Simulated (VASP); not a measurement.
## Al2Cu: single point with PBE

Crystal: Al2Cu.

```
CELL_PARAMETERS angstrom
-3.11695 3.11695 2.56335
3.11695 -3.11695 2.56335
3.11695 3.11695 -2.56335
ATOMIC_POSITIONS crystal
Al 0.15872 0.65872 0.81744
Al 0.65872 0.84128 0.50000
Al 0.84128 0.34128 0.18256
Al 0.34128 0.15872 0.50000
Cu 0.75000 0.75000 0.00000
Cu 0.25000 0.25000 0.00000
```

```yaml
Program: VASP 6.6.1
Task: single point
Functional: PBE
Potentials_or_basis: VASP PAW PBE potentials, release 64 (Al, Cu)
Cutoff: 520 eV
k_mesh: 10 × 10 × 10
Occupations: gaussian, width 0.15 eV
Spin: no spin polarisation
Dipole_correction: no
Further_INCAR_settings: ALGO = Fast; EDIFF = 1e-06; NBANDS = 26
```

The pressure is -8.2 GPa, the largest force is 0.074 eV/Å and the band gap on the k mesh is zero (bands 17 and 18 overlap by 3.85 eV).

Forces on the atoms (eV/Å):
```
Al   0.052  0.052  0.000
Al  -0.052  0.052  0.000
Al  -0.052 -0.052  0.000
Al   0.052 -0.052  0.000
Cu   0.000  0.000  0.000
Cu   0.000  0.000  0.000
```

Stress tensor (GPa, compression positive):
```
-7.72  0.00  0.00
 0.00 -7.72  0.00
 0.00  0.00 -9.19
```

Levels at points of the mesh, in eV from the Fermi level:
| k point | band 13 | band 14 | band 15 | band 16 | band 17 | band 18 | band 19 | band 20 | band 21 | band 22 |
| --- | --- | --- | --- | --- | --- | --- | --- | --- | --- | --- |
| (0.00, 0.00, 0.00) | -2.50 | -1.66 | -1.20 | -0.99 | -0.99 | -0.77 | -0.64 | 0.23 | 1.01 | 1.01 |
| (0.50, 0.00, 0.00) | -2.76 | -2.76 | -2.36 | -2.36 | 0.32 | 0.32 | 3.84 | 3.84 | 3.90 | 3.90 |
| (0.50, 0.50, 0.00) | -2.72 | -2.48 | -1.26 | -1.06 | -0.92 | -0.73 | 0.82 | 1.22 | 4.61 | 4.66 |
| (0.50, 0.50, 0.50) | -2.98 | -2.94 | -2.94 | -1.75 | 2.36 | 2.97 | 2.97 | 3.20 | 3.39 | 4.15 |

Run time: 2.4 min on 1 thread of Intel(R) Xeon(R) 6975P-C (Granite Rapids), on a shared host, peak memory 0.39 GiB.

Caveat: the cell stands under tension.
